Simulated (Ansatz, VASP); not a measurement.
# Na2S in VASP and in Ansatz

INCAR

```
SYSTEM = Na2S
PREC     = Accurate       ! precision mode
ENCUT    = 500            ! plane-wave cutoff, eV
EDIFF    = 1E-6           ! SCF threshold, eV
ISMEAR   = 0              ! smearing method
SIGMA    = 0.02           ! smearing width, eV
LREAL    = .False.        ! projectors in reciprocal space
LASPH    = .True.         ! aspherical terms in the spheres
NELM     = 120            ! most SCF steps
ALGO     = Normal         ! electronic algorithm
ISIF     = 2              ! what is computed and relaxed
LWAVE    = .False.        ! write WAVECAR
LCHARG   = .False.        ! write CHGCAR
GGA      = PE             ! functional
NBANDS   = 17             ! bands
GGA_COMPAT= .False.
```

KPOINTS

```
regular mesh
0
Gamma
  8 8 8
  0 0 0
```

File POSCAR:

```
Na2S
1.0
    0.0000000000      3.1823727395      3.1823727395
    3.1823727395      0.0000000000      3.1823727395
    3.1823727395      3.1823727395      0.0000000000
Na S
2 1
Direct
    0.2500000000      0.2500000000      0.2500000000
    0.7500000000      0.7500000000      0.7500000000
    0.0000000000      0.0000000000      0.0000000000
```

Input for Ansatz:

```yaml
crystal:
  lattice:
    - [0.0, 3.1823727395, 3.1823727395]
    - [3.1823727395, 0.0, 3.1823727395]
    - [3.1823727395, 3.1823727395, 0.0]
  atoms:
    - { symbol: Na, position: [0.25, 0.25, 0.25] }
    - { symbol: Na, position: [0.75, 0.75, 0.75] }
    - { symbol: S, position: [0.0, 0.0, 0.0] }
basis:
  ecutwfc: 420
kpoints:
  mp_grid: { grid: [8, 8, 8] }
hamiltonian:
  xc: pbe
scf:
  occupations: { method: gaussian, width: 0.02 }
output:
  forces: true
  stress: true
  eigenvalues: true
  write_density: true
  write_potential: true
  elf: true
  volumetric_format: npy
```

Alike in both runs: task single point; functional PBE; k mesh 8 × 8 × 8; occupations gaussian, width 0.02 eV; no spin polarisation.

|  | VASP | Ansatz |
| --- | --- | --- |
| version | VASP 6.6.1 | Ansatz 0.2.0 |
| potentials or method | VASP PAW PBE potentials, release 64 (Na_pv, S), cutoff 500 eV | scalar-relativistic, plane waves, PAW |
| valence electrons in the cell | 20 | 24 |

```tsv
	VASP	Ansatz	Ansatz less VASP
gap on the k mesh at the Fermi level (eV)	2.77	2.77	+0.003
least direct gap on the mesh (eV)	2.77	2.77	+0.003
pressure (GPa)	3.3	3.2	-0.02
```

VASP's potentials hold 20 valence electrons a cell and Ansatz's 24, so a difference there can come from the potentials and not from the codes.
